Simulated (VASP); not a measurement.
TaN, 2 atoms in the cell. It takes space group C2 (No. 5, monoclinic). Conventional cell: a = 2.925 Å, b = 5.064 Å, c = 2.871 Å, α = 90.00°, β = 92.15°, γ = 90.00°. Within 2.9 Å of Ta (site symmetry 2) lie 6 N at 2.18 to 2.25 Å and 2 Ta at 2.87 Å. N (site symmetry 2) has 6 Ta at 2.18 to 2.25 Å and 2 N at 2.87 Å within 2.9 Å.  This cell differs from its parent crystal: strain +0.0375 x Voigt [0, 0, 0, 0, 1, 0].

- Program: VASP 6.6.1
- Task: single point
- Functional: PBEsol
- Potentials or basis: VASP PAW PBE potentials, release 64 (Ta_pv, N)
- Cutoff: 520 eV
- k mesh: 24 × 24 × 20
- Occupations: gaussian, width 0.15 eV
- Spin: no spin polarisation
- Dipole correction: no
- Further INCAR settings: ALGO = Normal; EDIFF = 1e-07; NBANDS = 15

Potentials or basis: VASP PAW PBE potentials, release 64 (Ta_pv, N).

Run with:

```console
$ cat potpaw_PBE.64/Ta_pv/POTCAR potpaw_PBE.64/N/POTCAR > POTCAR
$ mpirun -np 1 vasp_std > vasp.out
```

Hardware: 1 thread of Oxide Virtual Turin-like Processor, on a shared host.

Estimate the wall time of this run.

Run time: 18 min on 1 thread of Oxide Virtual Turin-like Processor, on a shared host, peak memory 0.95 GiB. Counts: scf iterations 13, k points 3014.
